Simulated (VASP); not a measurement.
CdSe (CsCl type), 2 atoms in the cell. Symmetry: Pm-3m, No. 221, cubic system. The conventional cell has a = 3.301 Å, b = 3.301 Å, c = 3.301 Å, α = 90.00°, β = 90.00°, γ = 90.00°. Cd (site symmetry m-3m) has 8 Se at 2.86 Å and 6 Cd at 3.30 Å within 3.8 Å. Se (site symmetry m-3m) has 8 Cd at 2.86 Å and 6 Se at 3.30 Å within 3.8 Å.  This cell differs from its parent crystal: volume scaled by 0.8.

- Program: VASP 6.6.1
- Task: single point
- Functional: PBE
- Potentials or basis: VASP PAW PBE potentials, release 64 (Cd, Se)
- Cutoff: 520 eV
- k mesh: 12 × 12 × 12
- Occupations: fermi-dirac, width 0.05 eV
- Spin: no spin polarisation
- Dipole correction: no
- Further INCAR settings: ALGO = Normal; EDIFF = 1e-07; NBANDS = 16

Potentials or basis: VASP PAW PBE potentials, release 64 (Cd, Se).

Run with:

```sh
$ cat potpaw_PBE.64/Cd/POTCAR potpaw_PBE.64/Se/POTCAR > POTCAR
$ mpirun -np 1 vasp_std > vasp.out
```

Hardware: 1 thread of Intel Xeon 6975P-C, on a shared host.

Estimate the wall time of this run.

Run time: 44 s on 1 thread of Intel Xeon 6975P-C, on a shared host, peak memory 0.19 GiB. Counts: scf iterations 14, k points 84.
